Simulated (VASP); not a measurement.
Write the native input for VASP 6.6.1 that does the following.

- Task: single point
- Functional: PBEsol
- Potentials or basis: VASP PAW PBE potentials, release 64 (Ge_d)
- Cutoff: 500 eV
- k mesh: 11 × 11 × 6
- Occupations: fermi-dirac, width 0.02 eV
- Spin: no spin polarisation
- Dipole correction: no
- Further INCAR settings: ALGO = Normal; EDIFF = 1e-06; NBANDS = 21

The structure of Ge lies in POSCAR:

```
Ge
1.0
    1.4880550000     -2.5946900000      0.0000000000
    1.4880550000      2.5946900000      0.0000000000
    0.0000000000      0.0000000000      4.7276000000
Ge
2
Direct
    0.6665500000      0.3334500000      0.7500000000
    0.3334500000      0.6665500000      0.2500000000
```

This isn't the form of Ge at room conditions, which is diamond.

These files were run (other wordings do the same):

INCAR

```
SYSTEM = Ge
PREC = Accurate ; ENCUT = 500
EDIFF = 1E-6 ; ISMEAR = -1
SIGMA = 0.02 ; LREAL = .False.
LASPH = .True. ; NELM = 120
ALGO = Normal ; ISIF = 2
LWAVE = .False. ; LCHARG = .False.
GGA = PS ; NBANDS = 21
GGA_COMPAT = .False.
```

KPOINTS

```
regular mesh
0
Gamma
  11 11 6
  0 0 0
```

Potentials or basis: VASP PAW PBE potentials, release 64 (Ge_d).

Run with:

```console
$ cat potpaw_PBE.64/Ge_d/POTCAR > POTCAR
$ mpirun -np 1 vasp_std > vasp.out
```

It gave:

The pressure is 0.3 GPa, the largest force is 0.007 eV/Å and the band gap on the k mesh is zero (bands 14 and 15 overlap by 9.37 eV).

Caveat: the PAW data sets were made with another functional, which shifts forces and pressure a little.

It took 45 s on 1 thread of Intel(R) Xeon(R) Platinum 8488C (Sapphire Rapids) (shared host), peak memory 0.21 GiB.
